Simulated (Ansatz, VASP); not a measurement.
**Ir: VASP beside Ansatz**

```
Ir
1.0
     0.02903    1.93533    1.93533
     1.93533    0.02903    1.93533
     1.96436    1.96436    0.00000
Ir
1
Direct
  0.00000 0.00000 0.00000
```

Change from the starting cell: strain +0.0300 x Voigt [0, 0, 0, 0, 0, 1], atoms carried along.

Alike in both runs: task single point; functional PBE; k mesh 26 × 26 × 26; occupations gaussian, width 0.15 eV; no spin polarisation.

|  | VASP | Ansatz |
| --- | --- | --- |
| version | VASP 6.6.1 | Ansatz 0.2.0 |
| potentials or method | VASP PAW PBE potentials, release 64 (Ir), cutoff 520 eV | scalar-relativistic, plane waves, PAW |
| valence electrons in the cell | 9 | 17 |

|  | VASP | Ansatz | Ansatz less VASP |
| --- | --- | --- | --- |
| gap on the k mesh at the Fermi level (eV) | none | none | - |
| pressure (GPa) | 0.9 | 0.4 | -0.44 |
| traceless stress, the component that is largest in VASP (GPa) | -7.77 | -7.79 | -0.022 |

A gap of «none» marks a metal or a gap that the smearing closes. VASP's potentials hold 9 valence electrons a cell and Ansatz's 17, so a difference there can come from the potentials and not from the codes.

Spin-orbit coupling is off throughout.
